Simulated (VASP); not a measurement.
Here is a VASP 6.6.1 calculation.

INCAR

```
PREC     = Accurate       # precision mode
ENCUT    = 520            # plane-wave cutoff, eV
EDIFF    = 1E-7           # SCF threshold, eV
ISMEAR   = -1             # smearing method
SIGMA    = 0.08           # smearing width, eV
LREAL    = False          # projectors in reciprocal space
LASPH    = True           # aspherical terms in the spheres
NELM     = 150            # most SCF steps
ALGO     = Normal         # electronic algorithm
ISIF     = 2              # what is computed and relaxed
LWAVE    = False          # write WAVECAR
LCHARG   = True           # write CHGCAR
ISPIN    = 2              # spin polarisation
MAGMOM   = 7 7            # initial moments
LORBIT   = 11             # projections on sites
LMAXMIX  = 6              # l up to which the mixer works
GGA      = CA             # functional
LELF     = True           # ELF
LVHAR    = True         
NBANDS   = 28             # bands
```

File KPOINTS:

```
Automatic mesh
0
Gamma
  10 10 5
```

The input POSCAR:

```
Eu
1.0
    1.8539123226     -3.2302760405      0.0000000000
    1.8539123226      3.2302760405      0.0000000000
    0.0000000000      0.0000000000      5.8862077178
Eu
2
Direct
    0.8368671400      0.1631328600      0.7500000000
    0.1631328600      0.8368671400      0.2500000000
```

Potentials or basis: VASP PAW PBE potentials, release 64 (Eu).

The run is started by

```bash
$ cat potpaw_PBE.64/Eu/POTCAR > POTCAR
$ mpirun -np 1 vasp_std > vasp.out
```

Question: What does it give for the pressure?

Answer: -0.7 GPa.

Question: Estimate the site moments.

Answer: Eu +6.69 μB.

Forces on the atoms (eV/Å):
```
Eu   0.000  0.019  0.000
Eu   0.000 -0.019  0.000
```

Caveat: the PAW data sets were made with another functional, which shifts forces and pressure a little. The state reached can hang on the start; a lower one may exist.
